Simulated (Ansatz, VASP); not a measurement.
KRh: VASP beside Ansatz

```
K Rh
1.0
     2.15182   -3.04314    0.00000
     2.15182    3.04314    0.00000
     0.00000    0.00000    6.08627
K Rh
1 1
Direct
  0.00000 0.00000 0.00000
  0.50000 0.50000 0.50000
```

Alike in both runs: task relaxation of cell and atoms; functional PBE; k mesh 6 × 6 × 4; occupations gaussian, width 0.1 eV; no spin polarisation.

|  | VASP | Ansatz |
| --- | --- | --- |
| version | VASP 6.6.1 | Ansatz 0.2.0 |
| potentials or method | VASP PAW PBE potentials, release 64 (K_sv, Rh_pv), cutoff 600 eV | scalar-relativistic, plane waves, PAW |
| valence electrons in the cell | 24 | 26 |

VASP gave:

| Item | Value |
| --- | --- |
| gap on the k mesh at the Fermi level, each at its own relaxed structure (eV) | none |
| relaxed volume (Å³/atom) | 20.27 |
| relaxed length of the cell vector where the two differ most in proportion (Å) | 5.495 |

**Question.** What did Ansatz give for the same quantities?

**Answer.** gap on the k mesh at the Fermi level, each at its own relaxed structure (eV): none; relaxed volume (Å³/atom): 20.19; relaxed length of the cell vector where the two differ most in proportion (Å): 5.476.

A gap of «none» marks a metal or a gap that the smearing closes. VASP's potentials hold 24 valence electrons a cell and Ansatz's 26, so a difference there can come from the potentials and not from the codes.

Noted on VASP's run: the volume moved by over 15 % at a fixed basis, so the end points are rough.
